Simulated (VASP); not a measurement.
# Ir (P6_3/mmc) in VASP: a series of runs

The runs below take Ir through single point, with LDA.

Everything below comes from runs of VASP 6.6.1. Logs are shortened: lines on timing, memory, paths and dates and some standing lists are left out, and cuts for length are marked.

## Step 1: The cell of the first run

Symmetry: P6_3/mmc, No. 194, hexagonal system. Conventional cell: a = 2.768 Å, b = 2.768 Å, c = 4.459 Å, α = 90.00°, β = 90.00°, γ = 120.00°. Ir (site symmetry -6m2) has 12 Ir at 2.74 to 2.77 Å within 3.6 Å.

This isn't the form of Ir at room conditions, which is fcc.

## Step 2: Single point, LDA

INCAR

```
SYSTEM = Ir
ALGO = Normal
EDIFF = 1E-6
ENCUT = 560
GGA_COMPAT = .FALSE.
ISIF = 2
ISMEAR = 0
LASPH = .TRUE.
LCHARG = .FALSE.
LREAL = .FALSE.
LWAVE = .FALSE.
NBANDS = 24
NELM = 120
PREC = Accurate
SIGMA = 0.15
```

KPOINTS

```
k-points
0
G
  18 18 10
  0 0 0
```

POSCAR

```
Ir
1.0
    2.7684000000      0.0000000000      0.0000000000
   -1.3842000000      2.3975047278      0.0000000000
    0.0000000000      0.0000000000      4.4593000000
Ir
2
Direct
    0.6666666667      0.3333333333      0.7500000000
    0.3333333333      0.6666666667      0.2500000000
```

Potentials or basis: VASP PAW LDA potentials, release 64 (Ir_sv_GW).

Run with:

```sh
$ cat potpaw_LDA.64/Ir_sv_GW/POTCAR > POTCAR
$ mpirun -np 1 vasp_std > vasp.out
```

OUTCAR:

```text
SYSTEM = Ir
   EDIFF = 1E-6
   ENCUT = 560
   ISIF = 2
   ISMEAR = 0
   LASPH = .TRUE.
   LREAL = .FALSE.
   NELM = 120
   PREC = Accurate

 ion  position               nearest neighbor table
   1  0.667  0.333  0.750-   2 2.74   2 2.74   2 2.74   2 2.74   2 2.74   2 2.74
   2  0.333  0.667  0.250-   1 2.74   1 2.74   1 2.74   1 2.74   1 2.74   1 2.74

  LATTYP: Found a hexagonal cell.
 ALAT       =     2.7684000000
 C/A-ratio  =     1.6107860136

  Lattice vectors:

 A1 = (   2.7684000000,   0.0000000000,   0.0000000000)
 A2 = (  -1.3842000000,   2.3975047278,   0.0000000000)
 A3 = (   0.0000000000,   0.0000000000,   4.4593000000)

Analysis of symmetry for initial positions (statically):
=====================================================================
 Subroutine PRICEL returns:
 Original cell was already a primitive cell.

 Routine SETGRP: Setting up the symmetry group for a
 hexagonal supercell.

 Subroutine GETGRP returns: Found 24 space group operations
 (whereof 12 operations were pure point group operations)
 out of a pool of 24 trial point group operations.

The static configuration has the point symmetry D_3d.
 The point group associated with its full space group is D_6h.

Analysis of symmetry for dynamics (positions and initial velocities):
=====================================================================
 Subroutine PRICEL returns:
 Original cell was already a primitive cell.

 Routine SETGRP: Setting up the symmetry group for a
 hexagonal supercell.

 Subroutine GETGRP returns: Found 24 space group operations
 (whereof 12 operations were pure point group operations)
 out of a pool of 24 trial point group operations.

The dynamic configuration has the point symmetry D_3d.
 The point group associated with its full space group is D_6h.

 Subroutine INISYM returns: Found 24 space group operations
 (whereof 12 operations are pure point group operations),
 and found     1 'primitive' translations

----------------------------------------------------------------------------------------

                                     Primitive cell

  volume of cell :      29.5975

  direct lattice vectors                    reciprocal lattice vectors
     2.768400000  0.000000000  0.000000000     0.361219477  0.208550162  0.000000000
    -1.384200000  2.397504728  0.000000000     0.000000000  0.417100325  0.000000000
     0.000000000  0.000000000  4.459300000     0.000000000  0.000000000  0.224250443

  length of vectors
     2.768400000  2.768400000  4.459300000     0.417100325  0.417100325  0.224250443

  position of ions in fractional coordinates (direct lattice)
     0.666666667  0.333333333  0.750000000
     0.333333333  0.666666667  0.250000000

  ion indices of the primitive-cell ions
   primitive index   ion index
                 1           1
                 2           2

----------------------------------------------------------------------------------------

 KPOINTS: k-points

Automatic generation of k-mesh.
 Grid dimensions read from file:
 generate k-points for:   18   18   10

 Generating k-lattice:

  Cartesian coordinates                     Fractional coordinates (reciprocal lattice)
     0.020067749  0.011586120  0.000000000     0.055555556  0.000000000  0.000000000
     0.000000000  0.023172240  0.000000000     0.000000000  0.055555556  0.000000000
     0.000000000  0.000000000  0.022425044     0.000000000  0.000000000  0.100000000

  Length of vectors
     0.023172240  0.023172240  0.022425044

  Shift w.r.t. Gamma in fractional coordinates (k-lattice)
     0.000000000  0.000000000  0.000000000

 Subroutine IBZKPT returns following result:
 ===========================================

 Found    222 irreducible k-points:

 Following reciprocal coordinates:
            Coordinates               Weight
  0.000000  0.000000  0.000000      1.000000
  0.055556 -0.000000  0.000000      6.000000
  0.111111 -0.000000  0.000000      6.000000
  0.166667 -0.000000  0.000000      6.000000
  0.222222 -0.000000  0.000000      6.000000
  0.277778  0.000000  0.000000      6.000000
[... 16 lines left out ...]
  0.333333  0.111111  0.000000     12.000000
  0.388889  0.111111  0.000000     12.000000
 [... further k-points ...]
   k-points           NKPTS =    222   k-points in BZ     NKDIM =    222   number of bands    NBANDS=     24
   number of dos      NEDOS =    301   number of ions     NIONS =      2
   total plane-waves  NPLWV =  20736
   dimension x,y,z NGX =    24 NGY =   24 NGZ =   36
   dimension x,y,z NGXF=    48 NGYF=   48 NGZF=   72
   ions per type =               2
   NGX,Y,Z   is equivalent  to a cutoff of  14.41, 14.41, 13.42 a.u.
   NGXF,Y,Z  is equivalent  to a cutoff of  28.82, 28.82, 26.84 a.u.
 SYSTEM =  Ir
   PREC   = accura    normal or accurate (medium, high low for compatibility)
   ISTART =      0    job   : 0-new  1-cont  2-samecut
   ICHARG =      2    charge: 1-file 2-atom 10-const
   ISPIN  =      1    spin polarized calculation?
   LNONCOLLINEAR =      F non collinear calculations
   LSORBIT =      F    spin-orbit coupling
   LASPH  =      T    aspherical Exc in radial PAW
   ENCUT  =  560.0 eV  41.16 Ry    6.42 a.u.   5.34  5.34  8.60*2*pi/ulx,y,z
   NELM   =    120;   NELMIN=  2; NELMDL= -5     # of ELM steps
   EDIFF  = 0.1E-05   stopping-criterion for ELM
   LREAL  =      F    real-space projection
   EDIFFG = 0.1E-04   stopping-criterion for IOM
   NSW    =      0    number of steps for IOM
   IBRION =     -1    ionic relax: 0-MD 1-quasi-New 2-CG
   NFREE  =      0    steps in history (QN), initial steepest desc. (CG)
   ISIF   =      2    stress and relaxation
   ISYM   =      2    0-nonsym 1-usesym 2-fastsym
   POTIM  = 0.5000    time-step for ionic-motion
   TEBEG  =    0.0;   TEEND  =   0.0 temperature during run
   PSTRESS=    0.0 pullay stress
   NELECT =      34.0000    total number of electrons
   NUPDOWN=      -1.0000    fix difference up-down
   EMIN   =  10.00;   EMAX   =-10.00  energy-range for DOS
   EFERMI =   0.00;   METHOD = LEGACY
   ISMEAR =     0;   SIGMA  =   0.15  broadening in eV -4-tet -1-fermi 0-gaus
   EFERMI_NEDOS =   21; number of points for ismear=-14 and -15
   IALGO  =     38    algorithm
   IMIX   =      4    mixing-type and parameters
     AMIX     =   0.40;   BMIX     =  1.00
     AMIX_MAG =   1.60;   BMIX_MAG =  1.00
  volume/ion in A,a.u.               =      14.80        99.87
  Fermi-wavevector in a.u.,A,eV,Ry     =   1.714547  3.240025 39.996671  2.939672
  Thomas-Fermi vector in A             =   2.792085
   LORBIT       =      0    0 simple, 1 ext, 2 COOP (PROOUT), +10 PAW based schemes
   GGA     = CA    functional components
   LHFCALC =     F    Hartree Fock is set to
   AEXX    =    0.0000 exact exchange contribution
   IVDW    =     0    specifies the selected vdW correction
   LEPSILON=     F    determine dielectric tensor
   LRPA    =     F    only Hartree local field effects (RPA)
 non-spin polarized calculation
 Gauss-broadening in eV      SIGMA  =   0.15
  energy-cutoff  :      560.00
  volume of cell :       29.60
 maximum number of plane-waves:       911
 NGX is ok and might be reduce to    24
   NGX = 11   NGY = 11   NGZ = 17

 number of electron      34.0000000 magnetization

 Free energy of the ion-electron system (eV)
  ---------------------------------------------------
  ext. energy  EPLUGINS =         0.00000000
  ---------------------------------------------------
  free energy    TOTEN  =       -21.55454200 eV

  energy without entropy =      -21.52827668  energy(sigma->0) =      -21.54140934

 E-fermi :  11.9175     XC(G=0): -14.4975

 val. band max:       11.8993792877   @ k =   0.0556  -0.0000   0.4000
 cond. band min:      11.9189148074   @ k =   0.2222   0.1667   0.2000
 fundamental gap:      0.0195355198
 Fermi energy:        11.9174711361

 k-point     1 :       0.0000    0.0000    0.0000
  band No.  band energies     occupation
      1     -80.6006      2.00000
      2     -80.5437      2.00000
      3     -38.0173      2.00000
      4     -37.4100      2.00000
      5     -37.4100      2.00000
      6     -37.3133      2.00000
[... 16 lines left out ...]
     23      27.7370      0.00000
     24      28.6981      0.00000

 k-point     2 :       0.0556   -0.0000    0.0000
  band No.  band energies     occupation
      1     -80.5995      2.00000
      2     -80.5426      2.00000
      3     -38.0106      2.00000
      4     -37.4243      2.00000
      5     -37.4143      2.00000
      6     -37.3200      2.00000
[... 16 lines left out ...]
     23      27.8865      0.00000
     24      28.8856      0.00000

 k-point     3 :       0.1111   -0.0000    0.0000
  band No.  band energies     occupation
      1     -80.5954      2.00000
      2     -80.5407      2.00000
      3     -37.9910      2.00000
      4     -37.4672      2.00000
      5     -37.4283      2.00000
      6     -37.3649      2.00000
[... 16 lines left out ...]
     23      28.2823      0.00000
     24      29.2878      0.00000

 k-point     4 :       0.1667   -0.0000    0.0000
  band No.  band energies     occupation
      1     -80.5889      2.00000
      2     -80.5379      2.00000
      3     -37.9600      2.00000
      4     -37.5329      2.00000
      5     -37.4494      2.00000
      6     -37.4322      2.00000
[... 16 lines left out ...]
     23      28.5526      0.00000
     24      29.0173      0.00000

 k-point     5 :       0.2222   -0.0000    0.0000
  band No.  band energies     occupation
      1     -80.5809      2.00000
      2     -80.5345      2.00000
      3     -37.9191      2.00000
      4     -37.6134      2.00000
      5     -37.5138      2.00000
      6     -37.4744      2.00000
[... 16 lines left out ...]
     23      27.8582      0.00000
     24      27.9655      0.00000

 k-point     6 :       0.2778    0.0000    0.0000
  band No.  band energies     occupation
      1     -80.5720      2.00000
      2     -80.5318      2.00000
      3     -37.8717      2.00000
      4     -37.6993      2.00000
      5     -37.5991      2.00000
      6     -37.5008      2.00000
[... 16 lines left out ...]
     23      26.5381      0.00000
     24      26.9566      0.00000
[... 379 lines left out ...]
 k-point    21 :       0.2222    0.1111    0.0000
  band No.  band energies     occupation
      1     -80.5695      2.00000
      2     -80.5315      2.00000
      3     -37.8563      2.00000
      4     -37.6976      2.00000
      5     -37.6372      2.00000
      6     -37.5016      2.00000
[... 16 lines left out ...]
     23      24.8951      0.00000
     24      27.2299      0.00000

 k-point    22 :       0.2778    0.1111    0.0000
  band No.  band energies     occupation
      1     -80.5608      2.00000
      2     -80.5295      2.00000
      3     -37.8070      2.00000
      4     -37.7719      2.00000
      5     -37.6937      2.00000
      6     -37.5381      2.00000
[... 16 lines left out ...]
     23      23.6072      0.00000
     24      26.5609      0.00000

 k-point    23 :       0.3333    0.1111    0.0000
  band No.  band energies     occupation
      1     -80.5531      2.00000
      2     -80.5287      2.00000
      3     -37.8329      2.00000
      4     -37.7587      2.00000
      5     -37.7391      2.00000
      6     -37.5678      2.00000
[... 16 lines left out ...]
     23      22.4003      0.00000
     24      26.0645      0.00000

 k-point    24 :       0.3889    0.1111    0.0000
  band No.  band energies     occupation
      1     -80.5475      2.00000
      2     -80.5287      2.00000
      3     -37.8728      2.00000
      4     -37.7686      2.00000
      5     -37.7197      2.00000
      6     -37.5868      2.00000
[... 16 lines left out ...]
     23      22.1990      0.00000
     24      24.6973      0.00000

 [... further k-points ...]

------------------------ aborting loop because EDIFF is reached ----------------------------------------

  FORCE on cell =-STRESS in cart. coord.  units (eV):
  Direction    XX          YY          ZZ          XY          YZ          ZX
  --------------------------------------------------------------------------------------
  -------------------------------------------------------------------------------------
  Total       -4.1326818     -4.1326818     -3.8455462      0.0000000     -0.0000000      0.0000000
  in kB     -223.7111090   -223.7111090   -208.1678310      0.0000000     -0.0000000      0.0000000
  external PRESSURE =    -218.5300164 kB  Pullay stress =       0.0000000 kB

 VOLUME and BASIS-vectors are now :
 -----------------------------------------------------------------------------
  energy-cutoff  :      560.00
  volume of cell :       29.60
      direct lattice vectors                 reciprocal lattice vectors
     2.768400000  0.000000000  0.000000000     0.361219477  0.208550162  0.000000000
    -1.384200000  2.397504728  0.000000000     0.000000000  0.417100325  0.000000000
     0.000000000  0.000000000  4.459300000     0.000000000  0.000000000  0.224250443

 POSITION                                       TOTAL-FORCE (eV/Angst)
 -----------------------------------------------------------------------------------
      1.38420      0.79917      3.34448        -0.000000      0.000000      0.000000
     -0.00000      1.59834      1.11482         0.000000      0.000000      0.000000
 -----------------------------------------------------------------------------------
    total drift:                               -0.000000      0.000000     -0.000000

  FREE ENERGIE OF THE ION-ELECTRON SYSTEM (eV)
  ---------------------------------------------------
  free  energy   TOTEN  =       -21.5545419955 eV

  energy  without entropy=      -21.5282766792  energy(sigma->0) =      -21.54140934
```

Run time: 62 s. Hardware: 1 thread of Intel Xeon Platinum 8488C (Sapphire Rapids), shared host; peak memory 0.26 GiB.

What came out:

```yaml
Free_energy: -21.5545 eV
Pressure: -21.9 GPa
Band_gap_on_the_k_mesh: zero (bands 17 and 18 overlap by 3.15 eV)
```

Caveat: the cell stands under tension; spin-orbit coupling is left out, which moves the levels of the heavy elements.

## Step 3: Single point, LDA

This run uses another cell than the first one, of 13.70 Å³/atom.

INCAR

```
SYSTEM = Ir
  PREC = Accurate
  ENCUT = 560
  EDIFF = 1E-6
  ISMEAR = 0
  SIGMA = 0.15
  LREAL = .False.
  LASPH = .True.
  NELM = 120
  ALGO = Normal
  ISIF = 2
  LWAVE = .False.
  LCHARG = .True.
  GGA = CA
  LELF = .True.
  LVHAR = .True.
  NBANDS = 24
  GGA_COMPAT = .False.
```

KPOINTS

```
Automatic mesh
0
Gamma
  18 18 10
  0 0 0
```

POSCAR

```
Ir
1.0
    2.6421000000      0.0000000000      0.0000000000
   -1.3210500000      2.2881257193      0.0000000000
    0.0000000000      0.0000000000      4.5325000000
Ir
2
Direct
    0.6666666667      0.3333333333      0.7500000000
    0.3333333333      0.6666666667      0.2500000000
```

Potentials or basis: VASP PAW LDA potentials, release 64 (Ir_sv_GW).

Run with:

```sh
$ cat potpaw_LDA.64/Ir_sv_GW/POTCAR > POTCAR
$ mpirun -np 1 vasp_std > vasp.out
```

Run time: 59 s. Hardware: 1 thread of Intel Xeon 6975P-C (Granite Rapids), shared host; peak memory 0.24 GiB.

Results (log left out):

* Free energy: -21.5786 eV
* Pressure: 7.0 GPa
* Band gap on the k mesh: zero (bands 17 and 18 overlap by 3.90 eV)

Stress tensor (GPa, compression positive):
```
15.16  0.00  0.00
 0.00 15.16  0.00
 0.00  0.00 -9.24
```

Levels at points of the mesh, in eV from the Fermi level:
```
           k point  band 15  band 16  band 17  band 18  band 19  band 20
(0.00, 0.00, 0.00)    -3.41    -1.93    -1.93    -1.32     0.42     0.42
(0.50, 0.00, 0.00)    -3.26     0.87     1.26     1.58     3.32     4.90
(0.00, 0.00, 0.50)    -3.98    -3.98    -0.37    -0.37    -0.37    -0.37
(0.50, 0.00, 0.50)    -0.91    -0.91     1.44     1.44     2.17     2.17
```

Caveat: the stress differs along the axes, from -9 to 15 GPa; spin-orbit coupling is left out, which moves the levels of the heavy elements.
